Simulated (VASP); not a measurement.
# Rb2Na (Fm-3m) in VASP: relaxation of cell and atoms with PBE

Aim: the relaxation of cell and atoms of Rb2Na with PBE.

Everything below comes from runs of VASP 6.6.1. Logs are shortened: lines on timing, memory, paths and dates and some standing lists are left out, and cuts for length are marked.

### Step 1. The cell of the first run

The structure is cubic, space group Fm-3m (No. 225). The conventional cell has a = 7.384 Å, b = 7.384 Å, c = 7.384 Å, α = 90.00°, β = 90.00°, γ = 90.00°. Within 4.2 Å of Rb (site symmetry -43m) lie 4 Na at 3.20 Å and 6 Rb at 3.69 Å. Within 4.2 Å of Na (site symmetry m-3m) lie 8 Rb at 3.20 Å.

### Step 2. Relaxation of cell and atoms, PBE

The input, INCAR:

```
SYSTEM = Rb2Na
PREC = Accurate
ENCUT = 1130
EDIFF = 1E-7
ISMEAR = 0
SIGMA = 0.1
LREAL = .FALSE.
LASPH = .TRUE.
NELM = 120
ALGO = Normal
ISIF = 3
LWAVE = .FALSE.
LCHARG = .FALSE.
GGA = PE
IBRION = 2
NSW = 90
EDIFFG = -0.04
GGA_COMPAT = .FALSE.
NELMIN = 4
```

The input, KPOINTS:

```
Automatic mesh
0
G
  4 4 4
  0 0 0
```

The input, POSCAR:

```
Rb2Na
1.0
    0.0000000000      3.6917515530      3.6917515530
    3.6917515530      0.0000000000      3.6917515530
    3.6917515530      3.6917515530      0.0000000000
Rb Na
2 1
Direct
    0.2500000000      0.2500000000      0.2500000000
    0.7500000000      0.7500000000      0.7500000000
    0.0000000000      0.0000000000      0.0000000000
```

Potentials or basis: VASP PAW PBE potentials, release 64 (Rb_sv, Na_sv).

Command:

```sh
> cat potpaw_PBE.64/Rb_sv/POTCAR potpaw_PBE.64/Na_sv/POTCAR > POTCAR
> mpirun -np 1 vasp_std > vasp.out
```

OUTCAR:

```text
SYSTEM = Rb2Na
   PREC = Accurate
   ENCUT = 1130
   EDIFF = 1E-7
   ISMEAR = 0
   LREAL = .FALSE.
   LASPH = .TRUE.
   NELM = 120
   ISIF = 3
   GGA = PE
   IBRION = 2
   NSW = 90
   EDIFFG = -0.04
   NELMIN = 4

 ion  position               nearest neighbor table
   1  0.250  0.250  0.250-   3 3.20   3 3.20   3 3.20   3 3.20   2 3.69   2 3.69   2 3.69   2 3.69
                             2 3.69   2 3.69
   2  0.750  0.750  0.750-   3 3.20   3 3.20   3 3.20   3 3.20   1 3.69   1 3.69   1 3.69   1 3.69
                             1 3.69   1 3.69
   3  0.000  0.000  0.000-   1 3.20   2 3.20   2 3.20   2 3.20   2 3.20   1 3.20   1 3.20   1 3.20

  LATTYP: Found a face centered cubic cell.
 ALAT       =     7.3835031060

  Lattice vectors:

 A1 = (   0.0000000000,   3.6917515530,   3.6917515530)
 A2 = (   3.6917515530,   0.0000000000,   3.6917515530)
 A3 = (   3.6917515530,   3.6917515530,   0.0000000000)

Analysis of symmetry for initial positions (statically):
=====================================================================
 Subroutine PRICEL returns:
 Original cell was already a primitive cell.

 Routine SETGRP: Setting up the symmetry group for a
 face centered cubic supercell.

 Subroutine GETGRP returns: Found 48 space group operations
 (whereof 48 operations were pure point group operations)
 out of a pool of 48 trial point group operations.

The static configuration has the point symmetry O_h .

Analysis of symmetry for dynamics (positions and initial velocities):
=====================================================================
 Subroutine PRICEL returns:
 Original cell was already a primitive cell.

 Routine SETGRP: Setting up the symmetry group for a
 face centered cubic supercell.

 Subroutine GETGRP returns: Found 48 space group operations
 (whereof 48 operations were pure point group operations)
 out of a pool of 48 trial point group operations.

The dynamic configuration has the point symmetry O_h .

 Subroutine INISYM returns: Found 48 space group operations
 (whereof 48 operations are pure point group operations),
 and found     1 'primitive' translations

----------------------------------------------------------------------------------------

                                     Primitive cell

  volume of cell :     100.6300

  direct lattice vectors                    reciprocal lattice vectors
     0.000000000  3.691751553  3.691751553    -0.135437066  0.135437066  0.135437066
     3.691751553  0.000000000  3.691751553     0.135437066 -0.135437066  0.135437066
     3.691751553  3.691751553  0.000000000     0.135437066  0.135437066 -0.135437066

  length of vectors
     5.220925115  5.220925115  5.220925115     0.234583880  0.234583880  0.234583880

  position of ions in fractional coordinates (direct lattice)
     0.250000000  0.250000000  0.250000000
     0.750000000  0.750000000  0.750000000
     0.000000000  0.000000000  0.000000000

  ion indices of the primitive-cell ions
   primitive index   ion index
                 1           1
                 2           2
                 3           3

----------------------------------------------------------------------------------------

 KPOINTS: Automatic mesh

Automatic generation of k-mesh.
 Grid dimensions read from file:
 generate k-points for:    4    4    4

 Generating k-lattice:

  Cartesian coordinates                     Fractional coordinates (reciprocal lattice)
    -0.033859267  0.033859267  0.033859267     0.250000000  0.000000000  0.000000000
     0.033859267 -0.033859267  0.033859267     0.000000000  0.250000000  0.000000000
     0.033859267  0.033859267 -0.033859267     0.000000000  0.000000000  0.250000000

  Length of vectors
     0.058645970  0.058645970  0.058645970

  Shift w.r.t. Gamma in fractional coordinates (k-lattice)
     0.000000000  0.000000000  0.000000000

 Subroutine IBZKPT returns following result:
 ===========================================

 Found      8 irreducible k-points:

 Following reciprocal coordinates:
            Coordinates               Weight
  0.000000  0.000000  0.000000      1.000000
  0.250000  0.000000  0.000000      8.000000
  0.500000  0.000000  0.000000      4.000000
  0.250000  0.250000  0.000000      6.000000
  0.500000  0.250000  0.000000     24.000000
 -0.250000  0.250000  0.000000     12.000000
  0.500000  0.500000  0.000000      3.000000
 -0.250000  0.500000  0.250000      6.000000
   k-points           NKPTS =      8   k-points in BZ     NKDIM =      8   number of bands    NBANDS=     17
   number of dos      NEDOS =    301   number of ions     NIONS =      3
   total plane-waves  NPLWV = 216000
   dimension x,y,z NGX =    60 NGY =   60 NGZ =   60
   dimension x,y,z NGXF=   120 NGYF=  120 NGZF=  120
   ions per type =               2   1
   NGX,Y,Z   is equivalent  to a cutoff of  19.11, 19.11, 19.11 a.u.
   NGXF,Y,Z  is equivalent  to a cutoff of  38.21, 38.21, 38.21 a.u.
 SYSTEM =  Rb2Na
   PREC   = accura    normal or accurate (medium, high low for compatibility)
   ISTART =      0    job   : 0-new  1-cont  2-samecut
   ICHARG =      2    charge: 1-file 2-atom 10-const
   ISPIN  =      1    spin polarized calculation?
   LNONCOLLINEAR =      F non collinear calculations
   LSORBIT =      F    spin-orbit coupling
   LASPH  =      T    aspherical Exc in radial PAW
   ENCUT  = 1130.0 eV  83.05 Ry    9.11 a.u.  14.31 14.31 14.31*2*pi/ulx,y,z
   NELM   =    120;   NELMIN=  4; NELMDL= -5     # of ELM steps
   EDIFF  = 0.1E-06   stopping-criterion for ELM
   LREAL  =      F    real-space projection
   EDIFFG = -.4E-01   stopping-criterion for IOM
   NSW    =     90    number of steps for IOM
   IBRION =      2    ionic relax: 0-MD 1-quasi-New 2-CG
   NFREE  =      1    steps in history (QN), initial steepest desc. (CG)
   ISIF   =      3    stress and relaxation
   ISYM   =      2    0-nonsym 1-usesym 2-fastsym
   POTIM  = 0.5000    time-step for ionic-motion
   TEBEG  =    0.0;   TEEND  =   0.0 temperature during run
   PSTRESS=    0.0 pullay stress
   NELECT =      27.0000    total number of electrons
   NUPDOWN=      -1.0000    fix difference up-down
   EMIN   =  10.00;   EMAX   =-10.00  energy-range for DOS
   EFERMI =   0.00;   METHOD = LEGACY
   ISMEAR =     0;   SIGMA  =   0.10  broadening in eV -4-tet -1-fermi 0-gaus
   EFERMI_NEDOS =   21; number of points for ismear=-14 and -15
   IALGO  =     38    algorithm
   IMIX   =      4    mixing-type and parameters
     AMIX     =   0.40;   BMIX     =  1.00
     AMIX_MAG =   1.60;   BMIX_MAG =  1.00
  volume/ion in A,a.u.               =      33.54       226.36
  Fermi-wavevector in a.u.,A,eV,Ry     =   1.055894  1.995350 15.169298  1.114912
  Thomas-Fermi vector in A             =   2.191109
   LORBIT       =      0    0 simple, 1 ext, 2 COOP (PROOUT), +10 PAW based schemes
   GGA     = PE    functional components
   LHFCALC =     F    Hartree Fock is set to
   AEXX    =    0.0000 exact exchange contribution
   IVDW    =     0    specifies the selected vdW correction
   LEPSILON=     F    determine dielectric tensor
   LRPA    =     F    only Hartree local field effects (RPA)
 conjugate gradient relaxation of ions
 non-spin polarized calculation
 Gauss-broadening in eV      SIGMA  =   0.10
  energy-cutoff  :     1130.00
  volume of cell :      100.63
 maximum number of plane-waves:      8728
 NGX is ok and might be reduce to    60
   NGX = 29   NGY = 29   NGZ = 29

--------------------------------------- Ionic step        1  -------------------------------------------

 number of electron      26.9999998 magnetization

 Free energy of the ion-electron system (eV)
  ---------------------------------------------------
  ext. energy  EPLUGINS =         0.00000000
  ---------------------------------------------------
  free energy    TOTEN  =        -0.32846112 eV

  energy without entropy =       -0.32198290  energy(sigma->0) =       -0.32522201

------------------------ aborting loop because EDIFF is reached ----------------------------------------

  FORCE on cell =-STRESS in cart. coord.  units (eV):
  Direction    XX          YY          ZZ          XY          YZ          ZX
  --------------------------------------------------------------------------------------
  -------------------------------------------------------------------------------------
  Total        7.0561690      7.0561690      7.0561690      0.0000000     -0.0000000      0.0000000
  in kB      112.3445901    112.3445901    112.3445901      0.0000000     -0.0000000      0.0000000
  external PRESSURE =     112.3445901 kB  Pullay stress =       0.0000000 kB

 VOLUME and BASIS-vectors are now :
 -----------------------------------------------------------------------------
  energy-cutoff  :     1130.00
  volume of cell :      100.63
      direct lattice vectors                 reciprocal lattice vectors
     0.000000000  3.691751553  3.691751553    -0.135437066  0.135437066  0.135437066
     3.691751553  0.000000000  3.691751553     0.135437066 -0.135437066  0.135437066
     3.691751553  3.691751553  0.000000000     0.135437066  0.135437066 -0.135437066
[... 75 lines left out ...]
 POSITION                                       TOTAL-FORCE (eV/Angst)
 -----------------------------------------------------------------------------------
      2.27023      2.27023      2.27023        -0.000000     -0.000000      0.000000
      6.81069      6.81069      6.81069         0.000000      0.000000     -0.000000
      0.00000      0.00000      0.00000        -0.000000     -0.000000     -0.000000
 -----------------------------------------------------------------------------------
    total drift:                               -0.000000      0.000000     -0.000000

  FREE ENERGIE OF THE ION-ELECTRON SYSTEM (eV)
  ---------------------------------------------------
  free  energy   TOTEN  =        -2.7221481795 eV

  energy  without entropy=       -2.7130923141  energy(sigma->0) =       -2.71762025

--------------------------------------- Ionic step        4  -------------------------------------------

 number of electron      26.9999989 magnetization

 E-fermi :  -0.6606     XC(G=0):  -4.7812

 val. band max:       -0.7324886533   @ k =   0.5000   0.2500   0.0000
 cond. band min:      -0.6412505416   @ k =  -0.2500   0.5000   0.2500
 fundamental gap:      0.0912381117
 Fermi energy:        -0.6605817034

 k-point     1 :       0.0000    0.0000    0.0000
  band No.  band energies     occupation
      1     -54.1314      2.00000
      2     -29.6968      2.00000
      3     -29.6955      2.00000
      4     -25.9007      2.00000
      5     -25.9007      2.00000
      6     -25.9007      2.00000
[... 9 lines left out ...]
     16       0.7340      0.00000
     17       1.5441      0.00000
[... 197 lines left out ...]
 POSITION                                       TOTAL-FORCE (eV/Angst)
 -----------------------------------------------------------------------------------
      2.33836      2.33836      2.33836         0.000000      0.000000     -0.000000
      7.01509      7.01509      7.01509        -0.000000     -0.000000      0.000000
      0.00000      0.00000      0.00000         0.000000      0.000000     -0.000000
 -----------------------------------------------------------------------------------
    total drift:                               -0.000000      0.000000     -0.000000

  FREE ENERGIE OF THE ION-ELECTRON SYSTEM (eV)
  ---------------------------------------------------
  free  energy   TOTEN  =        -2.8114353617 eV

  energy  without entropy=       -2.7994821078  energy(sigma->0) =       -2.80545873

--------------------------------------- Ionic step        6  -------------------------------------------

 number of electron      26.9999991 magnetization

 Free energy of the ion-electron system (eV)
  ---------------------------------------------------
  ext. energy  EPLUGINS =         0.00000000
  ---------------------------------------------------
  free energy    TOTEN  =        -2.83622336 eV

  energy without entropy =       -2.82184558  energy(sigma->0) =       -2.82903447

 E-fermi :   0.0350     XC(G=0):  -5.5869

 val. band max:       -0.0724538879   @ k =   0.5000   0.2500   0.0000
 cond. band min:       0.0917548429   @ k =  -0.2500   0.5000   0.2500
 fundamental gap:      0.1642087308
 Fermi energy:         0.0350456480

 k-point     1 :       0.0000    0.0000    0.0000
  band No.  band energies     occupation
      1     -53.1666      2.00000
      2     -28.7785      2.00000
      3     -28.7706      2.00000
      4     -25.0883      2.00000
      5     -25.0883      2.00000
      6     -25.0883      2.00000
[... 9 lines left out ...]
     16       1.3919      0.00000
     17       2.2601      0.00000
[... 160 lines left out ...]
 POSITION                                       TOTAL-FORCE (eV/Angst)
 -----------------------------------------------------------------------------------
      2.39829      2.39829      2.39829         0.000000      0.000000      0.000000
      7.19487      7.19487      7.19487        -0.000000     -0.000000     -0.000000
     -0.00000      4.79658      4.79658        -0.000000     -0.000000     -0.000000
 -----------------------------------------------------------------------------------
    total drift:                               -0.000000     -0.000000      0.000000

  FREE ENERGIE OF THE ION-ELECTRON SYSTEM (eV)
  ---------------------------------------------------
  free  energy   TOTEN  =        -2.8362233558 eV

  energy  without entropy=       -2.8218455843  energy(sigma->0) =       -2.82903447

 reached required accuracy - stopping structural energy minimisation
```

It took 4.8 min on 1 thread of Intel Xeon Platinum 8375C at 2.90GHz (Ice Lake), shared host; peak memory 0.54 GiB.

Results:

```
Free energy                           : -2.8362 eV
Relaxed volume                        : 73.57 Å³/atom
Relaxed cell                          : a = 6.783 Å, b = 6.783 Å, c = 6.783 Å, α = 60.00°, β = 60.00°, γ = 60.00°
Space group after relaxing (to 0.1 Å) : Fm-3m (No. 225)
Energy gained by relaxing             : 835.9 meV/atom
Ionic steps                           : 6
Pressure after relaxing               : 0.0 GPa
Band gap on the k mesh                : zero (an odd number of electrons rules out a gap without spin polarisation)
```

The path:
```csv
step,energy change (eV),largest force (eV/Å),pressure (GPa),volume (Å³)
1,0.0000,0.0000,11.23,100.63
2,-1.6730,0.0000,4.12,138.92
3,-2.3937,0.0000,1.15,187.21
4,-1.5001,0.0000,-3.61,314.94
5,-2.4830,0.0000,0.51,204.58
6,-2.5078,0.0000,-0.02,220.71
```

Final structure:
```yaml
crystal:
  lattice:
    - [0.00000, 4.79658, 4.79658]
    - [4.79658, 0.00000, 4.79658]
    - [4.79658, 4.79658, 0.00000]
  atoms:
    - { symbol: Rb, position: [0.25000, 0.25000, 0.25000] }
    - { symbol: Rb, position: [0.75000, 0.75000, 0.75000] }
    - { symbol: Na, position: [0.00000, 0.00000, 0.00000] }
```

Caveat: the k points lie up to 0.28 Å⁻¹ apart in the final cell, too coarse for converged energies and pressures of a metal; the volume moved by over 15 % at a fixed basis, so the end points are rough.

The gap in the log of VASP goes by the Fermi energy; the results here count the filled bands.